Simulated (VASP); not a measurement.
A run of VASP 6.6.1 is set up as follows.

Contents of INCAR:

```
SYSTEM = BaTiO3
PREC = Accurate
ENCUT = 520
EDIFF = 1E-6
ISMEAR = -1
SIGMA = 0.03
LREAL = .FALSE.
LASPH = .TRUE.
NELM = 100
ALGO = Normal
ISIF = 2
LWAVE = .FALSE.
LCHARG = .TRUE.
GGA = PS
LELF = .TRUE.
LVHAR = .TRUE.
NBANDS = 28
```

Contents of KPOINTS:

```
regular mesh
0
G
  7 7 7
  0 0 0
```

Contents of POSCAR:

```
BaTiO3
1.0
    4.0130884697      0.0000000000      0.0000000000
    0.0000000000      4.0130884697      0.0000000000
    0.0000000000      0.0000000000      4.0313489353
Ba Ti O
1 1 3
Direct
    0.0000000000      0.0000000000      0.0000000000
    0.5000000000      0.5000000000      0.5000000000
    0.5000000000      0.5000000000      0.0000000000
    0.5000000000      0.0000000000      0.5000000000
    0.0000000000      0.5000000000      0.5000000000
```

Potentials or basis: VASP PAW PBE potentials, release 64 (Ba_sv, Ti_sv, O).

The run is started by

```sh
$ cat potpaw_PBE.64/Ba_sv/POTCAR potpaw_PBE.64/Ti_sv/POTCAR potpaw_PBE.64/O/POTCAR > POTCAR
$ mpirun -np 1 vasp_std > vasp.out
```

(1) What does it give for the pressure?

(2) Estimate the band gap on the k mesh.

## Answers

(1) -4.4 GPa.

(2) 1.73 eV, indirect (least direct gap 1.83 eV).

Caveat: the PAW data sets were made with another functional, which shifts forces and pressure a little; spin-orbit coupling is left out, which moves the levels of the heavy elements.
